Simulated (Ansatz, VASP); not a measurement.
**Two plane-wave programs on Be**

INCAR

```
  PREC = Accurate
  ENCUT = 520
  EDIFF = 1E-6
  ISMEAR = 1
  SIGMA = 0.0015
  LREAL = False
  LASPH = True
  NELM = 150
  ALGO = Normal
  ISIF = 2
  LWAVE = False
  LCHARG = True
  ISPIN = 2
  MAGMOM = 0 0
  LORBIT = 11
  GGA = PE
  LELF = True
  LVHAR = True
  NBANDS = 13
```

File KPOINTS:

```
regular mesh
0
Gamma
  12 12 6
```

POSCAR

```
Be
1.0
    2.2647826536      0.0000000000      0.0000000000
   -1.1323913268      1.9613593121      0.0000000000
    0.0000000000      0.0000000000      3.5741024600
Be
2
Direct
    0.3333333333      0.6666666667      0.7500000000
    0.6666666667      0.3333333333      0.2500000000
```

Input for Ansatz:

```yaml
crystal:
  lattice:
    - [2.2647826536, 0.0, 0.0]
    - [-1.1323913268, 1.9613593121, 0.0]
    - [0.0, 0.0, 3.57410246]
  atoms:
    - { symbol: Be, position: [0.3333333333, 0.6666666667, 0.75] }
    - { symbol: Be, position: [0.6666666667, 0.3333333333, 0.25] }
basis:
  ecutwfc: 420
kpoints:
  mp_grid: { grid: [12, 12, 6] }
hamiltonian:
  xc: pbe
scf:
  occupations: { method: methfessel_paxton, width: 0.0015 }
  eigensolver: { mixed_precision: false }
  max_iter: 64
output:
  forces: true
  stress: true
  eigenvalues: true
magnetization:
  spin_polarized: true
  initial_magnetization: 0.0
```

Alike in both runs: task single point; functional PBE; k mesh 12 × 12 × 6; occupations methfessel-paxton of order 1, width 0.0015 eV; collinear spin.

|  | VASP | Ansatz |
| --- | --- | --- |
| version | VASP 6.6.1 | Ansatz 0.2.0 |
| potentials or method | VASP PAW PBE potentials, release 64 (Be), cutoff 520 eV | scalar-relativistic, plane waves, PAW |
| valence electrons in the cell | 4 | 4 |

Ansatz gave:

- gap on the k mesh at the Fermi level (eV): none
- pressure (GPa): -0.6
- traceless stress, the component that is largest in VASP (GPa): -0.72
- net moment per atom (μB): 0.00

**Question.** Which values does VASP return?

**Answer.** gap on the k mesh at the Fermi level (eV): none; pressure (GPa): -0.4; traceless stress, the component that is largest in VASP (GPa): -0.70; net moment per atom (μB): 0.00.

A gap of «none» marks a metal or a gap that the smearing closes. With one functional, cell and mesh, what is left measures potentials, basis and numerics. Ansatz's warnings: no starting moments, stability check not made.
